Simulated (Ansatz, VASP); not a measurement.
# Two plane-wave programs on Pd

Contents of INCAR:

```
SYSTEM = Pd
ALGO = Normal ; EDIFF = 1E-7
ENCUT = 520 ; GGA = PE
ISIF = 2 ; ISMEAR = 0
LASPH = .TRUE. ; LCHARG = .FALSE.
LREAL = .FALSE. ; LWAVE = .FALSE.
NBANDS = 11 ; NELM = 100
PREC = Accurate ; SIGMA = 0.15
```

The input KPOINTS:

```
k-points
0
G
  20 20 20
  0 0 0
```

File POSCAR:

```
Pd
1.0
    0.0000000000      1.9449000000      1.8671040000
    1.9449000000      0.0000000000      1.8671040000
    1.9449000000      1.9449000000      0.0000000000
Pd
1
Direct
    0.0000000000      0.0000000000      0.0000000000
```

Input for Ansatz:

```yaml
crystal:
  lattice:
    - [0.0, 1.9449, 1.867104]
    - [1.9449, 0.0, 1.867104]
    - [1.9449, 1.9449, 0.0]
  atoms:
    - { symbol: Pd, position: [0.0, 0.0, 0.0] }
basis:
  ecutwfc: 420
kpoints:
  mp_grid: { grid: [20, 20, 20] }
hamiltonian:
  xc: pbe
scf:
  occupations: { method: gaussian, width: 0.15 }
output:
  forces: true
  stress: true
  eigenvalues: true
  write_density: true
  write_potential: true
  elf: true
  volumetric_format: npy
```

Change from the starting cell: strain +0.000 along x and y, -0.040 along z, atoms carried along.

Alike in both runs: task single point; functional PBE; k mesh 20 × 20 × 20; occupations gaussian, width 0.15 eV; no spin polarisation.

|  | VASP | Ansatz |
| --- | --- | --- |
| version | VASP 6.6.1 | Ansatz 0.2.0 |
| potentials or method | VASP PAW PBE potentials, release 64 (Pd), cutoff 520 eV | scalar-relativistic, plane waves, PAW |
| valence electrons in the cell | 10 | 18 |

VASP gave:

```
gap on the k mesh at the Fermi level (eV)                     : none
pressure (GPa)                                                : 16.8
traceless stress, the component that is largest in VASP (GPa) : 1.47
```

Problem. Estimate Ansatz's values.

Solution. gap on the k mesh at the Fermi level (eV): none; pressure (GPa): 17.3; traceless stress, the component that is largest in VASP (GPa): 1.49.

A gap of «none» marks a metal or a gap that the smearing closes. VASP's potentials hold 10 valence electrons a cell and Ansatz's 18, so a difference there can come from the potentials and not from the codes.
